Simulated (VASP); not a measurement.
# HfN (Fm-3m) in VASP: further runs

HfN is run at these levels: PBEsol; tasks: single point.

Everything below comes from runs of VASP 6.6.1. Logs are shortened: lines on timing, memory, paths and dates and some standing lists are left out, and cuts for length are marked.

## Step 1: The cell of the first run

The structure is cubic, space group Fm-3m (No. 225). The conventional cell has a = 4.426 Å, b = 4.426 Å, c = 4.426 Å, α = 90.00°, β = 90.00°, γ = 90.00°. Hf (site symmetry m-3m) has 6 N at 2.21 Å within 2.9 Å. N (site symmetry m-3m) has 6 Hf at 2.21 Å within 2.9 Å.

## Step 2: Single point, PBEsol (volume scaled by 0.94)

INCAR reads:

```
SYSTEM = HfN
ALGO = Normal
EDIFF = 1E-6
ENCUT = 520
GGA = PS
ISIF = 2
ISMEAR = -1
LASPH = .TRUE.
LCHARG = .FALSE.
LREAL = .FALSE.
LWAVE = .FALSE.
NBANDS = 14
NELM = 60
PREC = Accurate
SIGMA = 0.01
```

KPOINTS reads:

```
k-points
0
G
  10 10 10
  0 0 0
```

POSCAR reads:

```
HfN
1.0
    0.0000000000      2.2128850196      2.2128850196
    2.2128850196      0.0000000000      2.2128850196
    2.2128850196      2.2128850196      0.0000000000
Hf N
1 1
Direct
    0.0000000000      0.0000000000      0.0000000000
    0.5000000000      0.5000000000      0.5000000000
```

Potentials or basis: VASP PAW PBE potentials, release 64 (Hf_pv, N).

On the command line:

```
cat potpaw_PBE.64/Hf_pv/POTCAR potpaw_PBE.64/N/POTCAR > POTCAR
mpirun -np 1 vasp_std > vasp.out
```

OUTCAR:

```text
SYSTEM = HfN
   EDIFF = 1E-6
   ENCUT = 520
   GGA = PS
   ISIF = 2
   ISMEAR = -1
   LASPH = .TRUE.
   LREAL = .FALSE.
   NELM = 60
   PREC = Accurate

 ion  position               nearest neighbor table
   1  0.000  0.000  0.000-   2 2.21   2 2.21   2 2.21   2 2.21   2 2.21   2 2.21
   2  0.500  0.500  0.500-   1 2.21   1 2.21   1 2.21   1 2.21   1 2.21   1 2.21

  LATTYP: Found a face centered cubic cell.
 ALAT       =     4.4257700392

  Lattice vectors:

 A1 = (   0.0000000000,   2.2128850196,   2.2128850196)
 A2 = (   2.2128850196,   0.0000000000,   2.2128850196)
 A3 = (   2.2128850196,   2.2128850196,   0.0000000000)

Analysis of symmetry for initial positions (statically):
=====================================================================
 Subroutine PRICEL returns:
 Original cell was already a primitive cell.

 Routine SETGRP: Setting up the symmetry group for a
 face centered cubic supercell.

 Subroutine GETGRP returns: Found 48 space group operations
 (whereof 48 operations were pure point group operations)
 out of a pool of 48 trial point group operations.

The static configuration has the point symmetry O_h .

Analysis of symmetry for dynamics (positions and initial velocities):
=====================================================================
 Subroutine PRICEL returns:
 Original cell was already a primitive cell.

 Routine SETGRP: Setting up the symmetry group for a
 face centered cubic supercell.

 Subroutine GETGRP returns: Found 48 space group operations
 (whereof 48 operations were pure point group operations)
 out of a pool of 48 trial point group operations.

The dynamic configuration has the point symmetry O_h .

 Subroutine INISYM returns: Found 48 space group operations
 (whereof 48 operations are pure point group operations),
 and found     1 'primitive' translations

----------------------------------------------------------------------------------------

                                     Primitive cell

  volume of cell :      21.6724

  direct lattice vectors                    reciprocal lattice vectors
     0.000000000  2.212885020  2.212885020    -0.225949381  0.225949381  0.225949381
     2.212885020  0.000000000  2.212885020     0.225949381 -0.225949381  0.225949381
     2.212885020  2.212885020  0.000000000     0.225949381  0.225949381 -0.225949381

  length of vectors
     3.129492007  3.129492007  3.129492007     0.391355808  0.391355808  0.391355808

  position of ions in fractional coordinates (direct lattice)
     0.000000000  0.000000000  0.000000000
     0.500000000  0.500000000  0.500000000

  ion indices of the primitive-cell ions
   primitive index   ion index
                 1           1
                 2           2

----------------------------------------------------------------------------------------

 KPOINTS: k-points

Automatic generation of k-mesh.
 Grid dimensions read from file:
 generate k-points for:   10   10   10

 Generating k-lattice:

  Cartesian coordinates                     Fractional coordinates (reciprocal lattice)
    -0.022594938  0.022594938  0.022594938     0.100000000  0.000000000  0.000000000
     0.022594938 -0.022594938  0.022594938     0.000000000  0.100000000  0.000000000
     0.022594938  0.022594938 -0.022594938     0.000000000  0.000000000  0.100000000

  Length of vectors
     0.039135581  0.039135581  0.039135581

  Shift w.r.t. Gamma in fractional coordinates (k-lattice)
     0.000000000  0.000000000  0.000000000

 Subroutine IBZKPT returns following result:
 ===========================================

 Found     47 irreducible k-points:

 Following reciprocal coordinates:
            Coordinates               Weight
  0.000000  0.000000  0.000000      1.000000
  0.100000  0.000000  0.000000      8.000000
  0.200000  0.000000  0.000000      8.000000
  0.300000  0.000000  0.000000      8.000000
  0.400000  0.000000  0.000000      8.000000
  0.500000  0.000000  0.000000      4.000000
[... 16 lines left out ...]
  0.300000  0.300000  0.000000      6.000000
  0.400000  0.300000  0.000000     24.000000
 [... further k-points ...]
   k-points           NKPTS =     47   k-points in BZ     NKDIM =     47   number of bands    NBANDS=     14
   number of dos      NEDOS =    301   number of ions     NIONS =      2
   total plane-waves  NPLWV =  13824
   dimension x,y,z NGX =    24 NGY =   24 NGZ =   24
   dimension x,y,z NGXF=    48 NGYF=   48 NGZF=   48
   ions per type =               1   1
   NGX,Y,Z   is equivalent  to a cutoff of  12.75, 12.75, 12.75 a.u.
   NGXF,Y,Z  is equivalent  to a cutoff of  25.50, 25.50, 25.50 a.u.
 SYSTEM =  HfN
   PREC   = accura    normal or accurate (medium, high low for compatibility)
   ISTART =      0    job   : 0-new  1-cont  2-samecut
   ICHARG =      2    charge: 1-file 2-atom 10-const
   ISPIN  =      1    spin polarized calculation?
   LNONCOLLINEAR =      F non collinear calculations
   LSORBIT =      F    spin-orbit coupling
   LASPH  =      T    aspherical Exc in radial PAW
   ENCUT  =  520.0 eV  38.22 Ry    6.18 a.u.   5.82  5.82  5.82*2*pi/ulx,y,z
   NELM   =     60;   NELMIN=  2; NELMDL= -5     # of ELM steps
   EDIFF  = 0.1E-05   stopping-criterion for ELM
   LREAL  =      F    real-space projection
   EDIFFG = 0.1E-04   stopping-criterion for IOM
   NSW    =      0    number of steps for IOM
   IBRION =     -1    ionic relax: 0-MD 1-quasi-New 2-CG
   NFREE  =      0    steps in history (QN), initial steepest desc. (CG)
   ISIF   =      2    stress and relaxation
   ISYM   =      2    0-nonsym 1-usesym 2-fastsym
   POTIM  = 0.5000    time-step for ionic-motion
   TEBEG  =    0.0;   TEEND  =   0.0 temperature during run
   PSTRESS=    0.0 pullay stress
   NELECT =      15.0000    total number of electrons
   NUPDOWN=      -1.0000    fix difference up-down
   EMIN   =  10.00;   EMAX   =-10.00  energy-range for DOS
   EFERMI =   0.00;   METHOD = LEGACY
   ISMEAR =    -1;   SIGMA  =   0.01  broadening in eV -4-tet -1-fermi 0-gaus
   EFERMI_NEDOS =   21; number of points for ismear=-14 and -15
   IALGO  =     38    algorithm
   IMIX   =      4    mixing-type and parameters
     AMIX     =   0.40;   BMIX     =  1.00
     AMIX_MAG =   1.60;   BMIX_MAG =  1.00
  volume/ion in A,a.u.               =      10.84        73.13
  Fermi-wavevector in a.u.,A,eV,Ry     =   1.448115  2.736541 28.531924  2.097037
  Thomas-Fermi vector in A             =   2.565993
   LORBIT       =      0    0 simple, 1 ext, 2 COOP (PROOUT), +10 PAW based schemes
   GGA     = PS    functional components
   LHFCALC =     F    Hartree Fock is set to
   AEXX    =    0.0000 exact exchange contribution
   IVDW    =     0    specifies the selected vdW correction
   LEPSILON=     F    determine dielectric tensor
   LRPA    =     F    only Hartree local field effects (RPA)
 non-spin polarized calculation
  energy-cutoff  :      520.00
  volume of cell :       21.67
 maximum number of plane-waves:       596
   NGX = 11   NGY = 11   NGZ = 11

 number of electron      15.0000002 magnetization

 Free energy of the ion-electron system (eV)
  ---------------------------------------------------
  ext. energy  EPLUGINS =         0.00000000
  ---------------------------------------------------
  free energy    TOTEN  =       -22.94497545 eV

  energy without entropy =      -22.94476543  energy(sigma->0) =      -22.94487044

 E-fermi :   8.7863     XC(G=0): -13.2205

 val. band max:        8.7500455286   @ k =  -0.4000   0.3000   0.0000
 cond. band min:       8.8002195389   @ k =  -0.1000   0.1000   0.0000
 fundamental gap:      0.0501740104
 Fermi energy:         8.7862540623

 k-point     1 :       0.0000    0.0000    0.0000
  band No.  band energies     occupation
      1     -22.0500      2.00000
      2     -22.0500      2.00000
      3     -22.0500      2.00000
      4      -9.0522      2.00000
      5       5.6994      2.00000
      6       5.6994      2.00000
      7       5.6994      2.00000
      8       8.3484      2.00000
      9       8.3484      2.00000
     10       8.3484      2.00000
     11      10.8555      0.00000
     12      10.8555      0.00000
     13      11.1842      0.00000
     14      18.4471      0.00000

 k-point     2 :       0.1000    0.0000    0.0000
  band No.  band energies     occupation
      1     -22.1807      2.00000
      2     -22.0602      2.00000
      3     -22.0602      2.00000
      4      -8.7868      2.00000
      5       4.7402      2.00000
      6       5.0970      2.00000
      7       5.0970      2.00000
      8       8.6138      2.00000
      9       8.7031      1.99951
     10       8.7031      1.99951
     11      11.6692      0.00000
     12      11.6692      0.00000
     13      11.8719      0.00000
     14      19.2783      0.00000

 k-point     3 :       0.2000    0.0000    0.0000
  band No.  band energies     occupation
      1     -22.5062      2.00000
      2     -22.0868      2.00000
      3     -22.0868      2.00000
      4      -8.0789      2.00000
      5       2.9918      2.00000
      6       4.0142      2.00000
      7       4.0142      2.00000
      8       9.0511      0.00000
      9       9.5849      0.00000
     10       9.5849      0.00000
     11      13.3211      0.00000
     12      13.4907      0.00000
     13      13.4907      0.00000
     14      21.2755      0.00000
[... 324 lines left out ...]
 k-point    23 :       0.3000    0.3000    0.0000
  band No.  band energies     occupation
      1     -22.7702      2.00000
      2     -22.3055      2.00000
      3     -22.3055      2.00000
      4      -7.6209      2.00000
      5       1.7318      2.00000
      6       4.8418      2.00000
      7       4.8418      2.00000
      8       5.5839      2.00000
      9      12.2558      0.00000
     10      13.0935      0.00000
     11      13.2084      0.00000
     12      13.2084      0.00000
     13      18.4789      0.00000
     14      21.2922      0.00000

 k-point    24 :       0.4000    0.3000    0.0000
  band No.  band energies     occupation
      1     -22.9051      2.00000
      2     -22.3826      2.00000
      3     -22.3453      2.00000
      4      -7.5253      2.00000
      5       2.0102      2.00000
      6       4.0080      2.00000
      7       4.5631      2.00000
      8       6.1206      2.00000
      9      13.1761      0.00000
     10      13.7915      0.00000
     11      13.9359      0.00000
     12      14.1739      0.00000
     13      18.6480      0.00000
     14      20.8463      0.00000

 [... further k-points ...]
[... 5 lines left out ...]
  --------------------------------------------------------------------------------------
  -------------------------------------------------------------------------------------
  Total        1.8833555      1.8833555      1.8833555     -0.0000000      0.0000000     -0.0000000
  in kB      139.2311265    139.2311265    139.2311265     -0.0000000      0.0000000     -0.0000000
  external PRESSURE =     139.2311265 kB  Pullay stress =       0.0000000 kB

 VOLUME and BASIS-vectors are now :
 -----------------------------------------------------------------------------
  energy-cutoff  :      520.00
  volume of cell :       21.67
      direct lattice vectors                 reciprocal lattice vectors
     0.000000000  2.212885020  2.212885020    -0.225949381  0.225949381  0.225949381
     2.212885020  0.000000000  2.212885020     0.225949381 -0.225949381  0.225949381
     2.212885020  2.212885020  0.000000000     0.225949381  0.225949381 -0.225949381

 POSITION                                       TOTAL-FORCE (eV/Angst)
 -----------------------------------------------------------------------------------
      0.00000      0.00000      0.00000         0.000000      0.000000     -0.000000
      2.21289      2.21289      2.21289        -0.000000     -0.000000      0.000000
 -----------------------------------------------------------------------------------
    total drift:                                0.000000     -0.000000     -0.000000

  FREE ENERGIE OF THE ION-ELECTRON SYSTEM (eV)
  ---------------------------------------------------
  free  energy   TOTEN  =       -22.9449754519 eV

  energy  without entropy=      -22.9447654308  energy(sigma->0) =      -22.94487044
```

Wall time 6.5 s (1 thread of Intel Xeon Platinum 8488C (Sapphire Rapids), shared host); peak memory 0.14 GiB.

What came out:

| Quantity | Value |
| --- | --- |
| Free energy | -22.9450 eV |
| Pressure | 13.9 GPa |

Levels at points of the mesh, in eV from the Fermi level:
```csv
k point,band 5,band 6,band 7,band 8,band 9,band 10,band 11,band 12
"(0.00, 0.00, 0.00)",-3.09,-3.09,-3.09,-0.44,-0.44,-0.44,2.07,2.07
"(0.50, 0.00, 0.00)",-9.30,-6.53,-6.53,3.56,4.01,4.01,4.72,9.61
"(0.50, 0.50, 0.00)",-5.39,-4.16,-3.71,-3.71,4.41,6.02,6.02,6.35
```

Caveat: the PAW data sets were made with another functional, which shifts forces and pressure a little; spin-orbit coupling is left out, which moves the levels of the heavy elements.

## Step 3: Single point, PBEsol (volume scaled by 0.98)

INCAR reads:

```
PREC     = Accurate       # precision mode
ENCUT    = 520            # plane-wave cutoff, eV
EDIFF    = 1E-7           # SCF threshold, eV
ISMEAR   = -1             # smearing method
SIGMA    = 0.01           # smearing width, eV
LREAL    = False          # projectors in reciprocal space
LASPH    = True           # aspherical terms in the spheres
NELM     = 80             # most SCF steps
ALGO     = Normal         # electronic algorithm
ISIF     = 2              # what is computed and relaxed
LWAVE    = False          # write WAVECAR
LCHARG   = True           # write CHGCAR
GGA      = PS             # functional
LELF     = True           # ELF
LVHAR    = True         
NBANDS   = 14             # bands
```

KPOINTS reads:

```
Automatic mesh
0
Gamma
  10 10 10
```

POSCAR reads:

```
HfN
1.0
    0.0000000000      2.2438384694      2.2438384694
    2.2438384694      0.0000000000      2.2438384694
    2.2438384694      2.2438384694      0.0000000000
Hf N
1 1
Direct
    0.0000000000      0.0000000000      0.0000000000
    0.5000000000      0.5000000000      0.5000000000
```

Potentials or basis: VASP PAW PBE potentials, release 64 (Hf_pv, N).

On the command line:

```
cat potpaw_PBE.64/Hf_pv/POTCAR potpaw_PBE.64/N/POTCAR > POTCAR
mpirun -np 1 vasp_std > vasp.out
```

It took 7.3 s on 1 thread of Intel Xeon Platinum 8488C (Sapphire Rapids), shared host; peak memory 0.14 GiB.

It converged, with:

- Free energy: -22.9858 eV
- Pressure: 0.5 GPa

Levels at points of the mesh, in eV from the Fermi level:
```tsv
k point	band 4	band 5	band 6	band 7	band 8	band 9	band 10	band 11	band 12	band 13
(0.00, 0.00, 0.00)	-17.59	-3.04	-3.04	-3.04	-0.41	-0.41	-0.41	1.97	1.97	1.98
(0.50, 0.00, 0.00)	-14.70	-9.05	-6.31	-6.31	3.36	3.79	3.79	4.48	9.09	9.09
(0.50, 0.50, 0.00)	-16.47	-5.42	-3.96	-3.70	-3.70	4.17	5.68	5.68	5.82	8.17
```

Caveat: the PAW data sets were made with another functional, which shifts forces and pressure a little; spin-orbit coupling is left out, which moves the levels of the heavy elements.
